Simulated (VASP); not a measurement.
# ZnSe (NiAs type) (P6_3/mmc) in VASP: relaxation of shape and atoms at fixed volume with PBE

Aim: the relaxation of shape and atoms at fixed volume of ZnSe (NiAs type) with PBE.

Everything below comes from runs of VASP 6.6.1. Logs are shortened: lines on timing, memory, paths and dates and some standing lists are left out, and cuts for length are marked.

### Step 1. The cell of the first run

It takes space group P6_3/mmc (No. 194, hexagonal). The conventional cell has a = 3.423 Å, b = 3.423 Å, c = 5.539 Å, α = 90.00°, β = 90.00°, γ = 120.00°. Within 3.2 Å of Zn (site symmetry -3m) lie 6 Se at 2.41 Å and 2 Zn at 2.77 Å. Se (site symmetry -6m2) has 6 Zn at 2.41 Å within 3.2 Å.

### Step 2. Relaxation of shape and atoms at fixed volume, PBE

INCAR

```
  PREC = Accurate
  ENCUT = 600
  EDIFF = 1E-6
  ISMEAR = -1
  SIGMA = 0.08
  LREAL = F
  LASPH = T
  NELM = 80
  ALGO = Normal
  ISIF = 4
  LWAVE = F
  LCHARG = F
  GGA = PE
  IBRION = 2
  NSW = 50
  EDIFFG = -0.005
```

KPOINTS

```
regular mesh
0
Gamma
  10 10 6
```

POSCAR

```
ZnSe
1.0
    3.4234996212      0.0000000000      0.0000000000
   -1.7117498106      2.9648376418      0.0000000000
    0.0000000000      0.0000000000      5.5390287192
Zn Se
2 2
Direct
    0.0000000000      0.0000000000      0.0000000000
    0.0000000000      0.0000000000      0.5000000000
    0.3333333333      0.6666666667      0.2500000000
    0.6666666667      0.3333333333      0.7500000000
```

Potentials or basis: VASP PAW PBE potentials, release 64 (Zn, Se).

The run is started by

```
$ cat potpaw_PBE.64/Zn/POTCAR potpaw_PBE.64/Se/POTCAR > POTCAR
$ mpirun -np 1 vasp_std > vasp.out
```

OUTCAR:

```text
PREC = Accurate
   ENCUT = 600
   EDIFF = 1E-6
   ISMEAR = -1
   LREAL = F
   LASPH = T
   NELM = 80
   ISIF = 4
   GGA = PE
   IBRION = 2
   NSW = 50
   EDIFFG = -0.005

 ion  position               nearest neighbor table
   1  0.000  0.000  0.000-   3 2.41   4 2.41   3 2.41   4 2.41   4 2.41   3 2.41   2 2.77   2 2.77

   2  0.000  0.000  0.500-   3 2.41   4 2.41   3 2.41   4 2.41   4 2.41   3 2.41   1 2.77   1 2.77

   3  0.333  0.667  0.250-   1 2.41   2 2.41   1 2.41   2 2.41   1 2.41   2 2.41
   4  0.667  0.333  0.750-   1 2.41   2 2.41   1 2.41   2 2.41   1 2.41   2 2.41

  LATTYP: Found a hexagonal cell.
 ALAT       =     3.4234996212
 C/A-ratio  =     1.6179434298

  Lattice vectors:

 A1 = (   3.4234996212,   0.0000000000,   0.0000000000)
 A2 = (  -1.7117498106,   2.9648376418,   0.0000000000)
 A3 = (   0.0000000000,   0.0000000000,   5.5390287192)

Analysis of symmetry for initial positions (statically):
=====================================================================
 Subroutine PRICEL returns:
 Original cell was already a primitive cell.

 Routine SETGRP: Setting up the symmetry group for a
 hexagonal supercell.

 Subroutine GETGRP returns: Found 24 space group operations
 (whereof 12 operations were pure point group operations)
 out of a pool of 24 trial point group operations.

The static configuration has the point symmetry D_3d.
 The point group associated with its full space group is D_6h.

Analysis of symmetry for dynamics (positions and initial velocities):
=====================================================================
 Subroutine PRICEL returns:
 Original cell was already a primitive cell.

 Routine SETGRP: Setting up the symmetry group for a
 hexagonal supercell.

 Subroutine GETGRP returns: Found 24 space group operations
 (whereof 12 operations were pure point group operations)
 out of a pool of 24 trial point group operations.

The dynamic configuration has the point symmetry D_3d.
 The point group associated with its full space group is D_6h.

 Subroutine INISYM returns: Found 24 space group operations
 (whereof 12 operations are pure point group operations),
 and found     1 'primitive' translations

----------------------------------------------------------------------------------------

                                     Primitive cell

  volume of cell :      56.2218

[... 98 lines left out ...]
   ISIF   =      4    stress and relaxation
   ISYM   =      2    0-nonsym 1-usesym 2-fastsym
   POTIM  = 0.5000    time-step for ionic-motion
   TEBEG  =    0.0;   TEEND  =   0.0 temperature during run
   PSTRESS=    0.0 pullay stress
   NELECT =      36.0000    total number of electrons
   NUPDOWN=      -1.0000    fix difference up-down
   EMIN   =  10.00;   EMAX   =-10.00  energy-range for DOS
   EFERMI =   0.00;   METHOD = LEGACY
   ISMEAR =    -1;   SIGMA  =   0.08  broadening in eV -4-tet -1-fermi 0-gaus
   EFERMI_NEDOS =   21; number of points for ismear=-14 and -15
   IALGO  =     38    algorithm
   IMIX   =      4    mixing-type and parameters
     AMIX     =   0.40;   BMIX     =  1.00
     AMIX_MAG =   1.60;   BMIX_MAG =  1.00
  volume/ion in A,a.u.               =      14.06        94.85
  Fermi-wavevector in a.u.,A,eV,Ry     =   1.411045  2.666488 27.089835  1.991047
  Thomas-Fermi vector in A             =   2.532936
   LORBIT       =      0    0 simple, 1 ext, 2 COOP (PROOUT), +10 PAW based schemes
   GGA     = PE    functional components
   LHFCALC =     F    Hartree Fock is set to
   AEXX    =    0.0000 exact exchange contribution
   IVDW    =     0    specifies the selected vdW correction
   LEPSILON=     F    determine dielectric tensor
   LRPA    =     F    only Hartree local field effects (RPA)
 conjugate gradient relaxation of ions
 non-spin polarized calculation
  energy-cutoff  :      600.00
  volume of cell :       56.22
 maximum number of plane-waves:      1898
 NGX is ok and might be reduce to    28
   NGX = 13   NGY = 13   NGZ = 23

--------------------------------------- Ionic step        1  -------------------------------------------

 number of electron      36.0000005 magnetization

 Free energy of the ion-electron system (eV)
  ---------------------------------------------------
  ext. energy  EPLUGINS =         0.00000000
  ---------------------------------------------------
  free energy    TOTEN  =        -8.25081075 eV

  energy without entropy =       -8.24112945  energy(sigma->0) =       -8.24597010

------------------------ aborting loop because EDIFF is reached ----------------------------------------

  FORCE on cell =-STRESS in cart. coord.  units (eV):
  Direction    XX          YY          ZZ          XY          YZ          ZX
  --------------------------------------------------------------------------------------
  -------------------------------------------------------------------------------------
  Total       17.2057275     17.2057275     18.4715021      0.0000000      0.0000000      0.0000000
  in kB      490.3190948    490.3190948    526.3904238      0.0000000      0.0000000      0.0000000
  external PRESSURE =     502.3428711 kB  Pullay stress =       0.0000000 kB
[... 101 lines left out ...]
--------------------------------------- Ionic step        4  -------------------------------------------

 number of electron      36.0000033 magnetization

 Free energy of the ion-electron system (eV)
  ---------------------------------------------------
  ext. energy  EPLUGINS =         0.00000000
  ---------------------------------------------------
  free energy    TOTEN  =        -8.26646991 eV

  energy without entropy =       -8.25456434  energy(sigma->0) =       -8.26051712

 E-fermi :   6.8647     XC(G=0): -11.9908

 val. band max:        6.8227113439   @ k =   0.3000   0.0000   0.0000
 cond. band min:       6.8740604663   @ k =   0.4000   0.2000   0.0000
 fundamental gap:      0.0513491223
 Fermi energy:         6.8646733041

 k-point     1 :       0.0000    0.0000    0.0000
  band No.  band energies     occupation
      1      -9.9887      2.00000
      2      -7.6011      2.00000
      3      -2.8858      2.00000
      4      -1.5200      2.00000
      5      -1.5200      2.00000
      6      -1.3609      2.00000
[... 589 lines left out ...]
     21      11.0249      0.00000
     22      12.5508      0.00000

 [... further k-points ...]

------------------------ aborting loop because EDIFF is reached ----------------------------------------

  FORCE on cell =-STRESS in cart. coord.  units (eV):
  Direction    XX          YY          ZZ          XY          YZ          ZX
  --------------------------------------------------------------------------------------
  -------------------------------------------------------------------------------------
  Total       17.4103076     17.4103076     17.4157039      0.0000000     -0.0000000      0.0000000
  in kB      496.1491016    496.1491016    496.3028825      0.0000000     -0.0000000      0.0000000
  external PRESSURE =     496.2003619 kB  Pullay stress =       0.0000000 kB
[... 19 lines left out ...]
  FREE ENERGIE OF THE ION-ELECTRON SYSTEM (eV)
  ---------------------------------------------------
  free  energy   TOTEN  =        -8.2664699074 eV

  energy  without entropy=       -8.2545643374  energy(sigma->0) =       -8.26051712

 reached required accuracy - stopping structural energy minimisation
```

OSZICAR:

```text
N       E                     dE             d eps       ncg     rms          rms(c)
DAV:   1     0.254055513410E+03    0.25406E+03   -0.19966E+04  2472   0.244E+03
DAV:   2     0.128311651062E+02   -0.24122E+03   -0.23589E+03  2506   0.428E+02
[... 29 lines left out ...]
   3 F= -.82664469E+01 E0= -.82604972E+01  d E =-.156362E-01
       N       E                     dE             d eps       ncg     rms          rms(c)
DAV:   1    -0.826669980275E+01   -0.25280E-03   -0.79300E-03  2812   0.706E-01    0.116E-01
DAV:   2    -0.826655500220E+01    0.14480E-03   -0.22871E-04  2698   0.273E-01    0.697E-02
DAV:   3    -0.826646877057E+01    0.86232E-04   -0.67524E-05  3400   0.170E-01    0.621E-03
DAV:   4    -0.826647004796E+01   -0.12774E-05   -0.15787E-05  2566   0.385E-02    0.398E-03
DAV:   5    -0.826646990741E+01    0.14055E-06   -0.51118E-07  1442   0.124E-02
   4 F= -.82664699E+01 E0= -.82605171E+01  d E =-.156592E-01
```

CONTCAR:

```text
ZnSe
   1.00000000000000
     3.3829149446266142    0.0000000000000000    0.0000000000000000
    -1.6914574723133071    2.9296902808776566    0.0000000000000000
    -0.0000000000000000    0.0000000000000000    5.6727288852620026
  Zn              Se
     2     2
Direct
     0.0000000000000000    0.0000000000000000    0.0000000000000000
     0.0000000000000000    0.0000000000000000    0.5000000000000000
     0.3333333332999970    0.6666666667000030    0.2500000000000000
     0.6666666667000030    0.3333333332999970    0.7500000000000000

  0.00000000E+00  0.00000000E+00  0.00000000E+00
  0.00000000E+00  0.00000000E+00  0.00000000E+00
  0.00000000E+00  0.00000000E+00  0.00000000E+00
  0.00000000E+00  0.00000000E+00  0.00000000E+00
```

Wall time 2.5 min (1 thread of Intel Xeon 6975P-C, shared host); peak memory 0.24 GiB.

Results:

| Quantity | Value |
| --- | --- |
| Free energy | -8.2665 eV |
| Energy gained by relaxing | 3.9 meV/atom |
| Ionic steps | 4 |
| Pressure after relaxing | 49.6 GPa |
| Band gap on the k mesh | zero (band 18 reaches 6.93 eV, above the bottom of band 19 at 6.08 eV) |

The path:
```csv
step,energy change (eV),largest force (eV/Å),pressure (GPa),volume (Å³)
1,0.0000,0.0000,50.23,56.22
2,-0.0103,0.0000,49.94,56.22
3,-0.0156,0.0000,49.63,56.22
4,-0.0157,0.0000,49.62,56.22
```

Final structure:
```xyz
4
Lattice="3.3829 0.0000 0.0000 -1.6915 2.9297 0.0000 0.0000 0.0000 5.6727" Properties=species:S:1:pos:R:3 pbc="T T T"
Zn    0.0000    0.0000    0.0000
Zn    0.0000    0.0000    2.8364
Se    0.0000    1.9531    1.4182
Se    1.6915    0.9766    4.2545
```

Levels at points of the mesh, in eV from the Fermi level:
```
           k point  band 14  band 15  band 16  band 17  band 18  band 19  band 20  band 21  band 22
(0.00, 0.00, 0.00)    -1.19    -1.01    -1.01    -0.08    -0.08     2.70     3.32     6.08     6.08
(0.50, 0.00, 0.00)    -5.91    -5.84    -3.87    -3.35    -0.19     2.58     2.64     3.36     4.56
(0.00, 0.00, 0.50)    -5.24    -0.46    -0.46    -0.46    -0.46     4.13     4.13     6.14     6.14
(0.50, 0.00, 0.50)    -7.02    -2.38    -2.38    -2.35    -2.35     1.25     1.25     4.22     4.22
```
